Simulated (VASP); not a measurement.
## InAs (CsCl type): single point with PBE

InAs (CsCl type):

```xyz
2
Lattice="3.3215 0.0000 0.0000 0.0000 3.3215 0.0000 0.0000 0.0000 3.3215" Properties=species:S:1:pos:R:3 pbc="T T T"
In    0.0000    0.0000    0.0000
As    1.6608    1.6608    1.6608
```

This cell differs from its parent crystal: volume scaled by 0.8.

```
Program                : VASP 6.6.1
Task                   : single point
Functional             : PBE
Potentials or basis    : VASP PAW PBE potentials, release 64 (In_d, As)
Cutoff                 : 520 eV
k mesh                 : 12 × 12 × 12
Occupations            : fermi-dirac, width 0.05 eV
Spin                   : no spin polarisation
Dipole correction      : no
Further INCAR settings : ALGO = Normal; EDIFF = 1e-06; NBANDS = 16
```

```json
{
 "Pressure": "21.4 GPa",
 "Band gap on the k mesh": "zero (band 9 reaches 10.82 eV, above the bottom of band 10 at 7.56 eV)"
}
```

Levels at points of the mesh, in eV from the Fermi level:
| k point | band 5 | band 6 | band 7 | band 8 | band 9 | band 10 | band 11 | band 12 | band 13 | band 14 |
| --- | --- | --- | --- | --- | --- | --- | --- | --- | --- | --- |
| (0.00, 0.00, 0.00) | -14.61 | -14.32 | -1.22 | -1.11 | -1.11 | -1.11 | 4.74 | 4.74 | 11.50 | 11.50 |
| (0.50, 0.00, 0.00) | -14.60 | -12.19 | -8.69 | 1.21 | 1.21 | 2.86 | 4.59 | 5.20 | 5.20 | 6.01 |
| (0.50, 0.50, 0.00) | -14.45 | -9.78 | -5.96 | -5.96 | -4.21 | 1.73 | 7.25 | 7.25 | 8.46 | 8.75 |
| (0.50, 0.50, 0.50) | -14.45 | -9.21 | -2.77 | -2.77 | -2.77 | -0.80 | -0.80 | -0.80 | -0.65 | 20.33 |

Wall time 17 s on 1 thread of AMD EPYC 9R45 96-Core Processor (Zen 5), on a shared host, peak memory 0.16 GiB.

Caveat: spin-orbit coupling is left out, which moves the levels of the heavy elements.
